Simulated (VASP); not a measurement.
Runs of VASP 6.6.1 on SmNbS3. The structure is that of space group Pm-3m (No. 221), or close to it. The cells are those of the table. The cell was built from a structure type or drawn by symmetry, and may not be a known phase.

```csv
task,spin,cell,k mesh,gap on the mesh (eV),pressure (GPa),moment (μB)
single point,collinear,"a = 4.688 Å, 5 atoms",4 × 4 × 4,none,(a),0.71
single point,off,"a = 4.688 Å, 5 atoms",4 × 4 × 4,none,5.8,-
single point,collinear,"a = 4.781 Å, 5 atoms",4 × 4 × 4,none,-0.3,0.84
relaxation of cell and atoms,collinear,"relaxed from a = 4.688 Å, 5 atoms",4 × 4 × 4,-,0.0,(b)
single point,collinear,"a = 4.770 Å, 5 atoms",8 × 8 × 8,none,-0.3,0.00
```

Alike in all rows: level PBE; potentials or basis VASP PAW PBE potentials, release 64 (Sm_3, Nb_sv, S), 4f in core; cutoff (eV) 500; smearing gaussian 0.1 eV.

**Question.** Estimate the missing entries.

**Answer.** (a) 6.0; (b) 0.83.

Caveats: spin-orbit coupling is left out, which moves the levels of the heavy elements; the 4f electrons are frozen in the core, so they carry no moment and show no levels; the magnetic or orbital state may not be the lowest (at least some runs); the cell stands under pressure (at least some runs); the highest band is partly filled, so the run has too few bands (at least some runs).

A k mesh can miss the band edges, and the runs leave out spin-orbit coupling on Nb, Sm.

A gap of «none» marks levels without a gap at the run's occupations.
